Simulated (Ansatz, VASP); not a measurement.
## CuAu3 in VASP and in Ansatz

```
Cu Au
1.0
     3.95739    0.00000    0.00000
     0.00000    3.95739    0.00000
     0.00000    0.00000    3.95739
Cu Au
1 3
Direct
  0.00000 0.00000 0.00000
  0.00000 0.50000 0.50000
  0.50000 0.00000 0.50000
  0.50000 0.50000 0.00000
```

Alike in both runs: functional r2SCAN; k mesh 8 × 8 × 8; occupations fermi-dirac, width 0.1 eV; no spin polarisation.

Ansatz relaxed the structure, and its values are those at the end. VASP's run is a single point on that final structure, the one shown.

|  | VASP | Ansatz |
| --- | --- | --- |
| version | VASP 6.6.1 | Ansatz 0.2.0 |
| potentials or method | VASP PAW PBE potentials, release 64 (Cu, Au), cutoff 520 eV | PAW plane waves |
| valence electrons in the cell | 44 | 76 |

```csv
,VASP,Ansatz,Ansatz less VASP
pressure (GPa),7.5,7.1,-0.44
```

VASP's potentials were made for PBE, not for r2SCAN. VASP's potentials hold 44 valence electrons a cell and Ansatz's 76, so a difference there can come from the potentials and not from the codes. Ansatz's warnings: stress scf threshold loose.

Neither program's run includes spin-orbit coupling.
